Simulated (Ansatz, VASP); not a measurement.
Cs2Au in VASP and in Ansatz

```
Cs Au
1.0
     5.28677    0.00000    0.00000
    -2.64338    4.57848    0.00000
     0.00000    0.00000    8.84400
Cs Au
2 1
Direct
  0.33333 0.66667 0.22317
  0.66667 0.33333 0.77683
  0.00000 0.00000 0.00000
```

Alike in both runs: functional PBE; k mesh 12 × 12 × 6; occupations fermi-dirac, width 0.15 eV; no spin polarisation.

Ansatz relaxed the structure, and its values are those at the end. VASP's run is a single point on that final structure, the one shown.

|  | VASP | Ansatz |
| --- | --- | --- |
| version | VASP 6.6.1 | Ansatz 0.2.0 |
| potentials or method | VASP PAW PBE potentials, release 64 (Cs_sv, Au), cutoff 500 eV | scalar-relativistic, plane waves, PAW |
| valence electrons in the cell | 29 | 37 |

```tsv
	VASP	Ansatz	Ansatz less VASP
gap on the k mesh at the Fermi level (eV)	none	none	-
pressure (GPa)	0.0	0.0	-0.01
```

A gap of «none» marks a metal or a gap that the smearing closes. VASP's potentials hold 29 valence electrons a cell and Ansatz's 37, so a difference there can come from the potentials and not from the codes.

Spin-orbit coupling is off throughout.
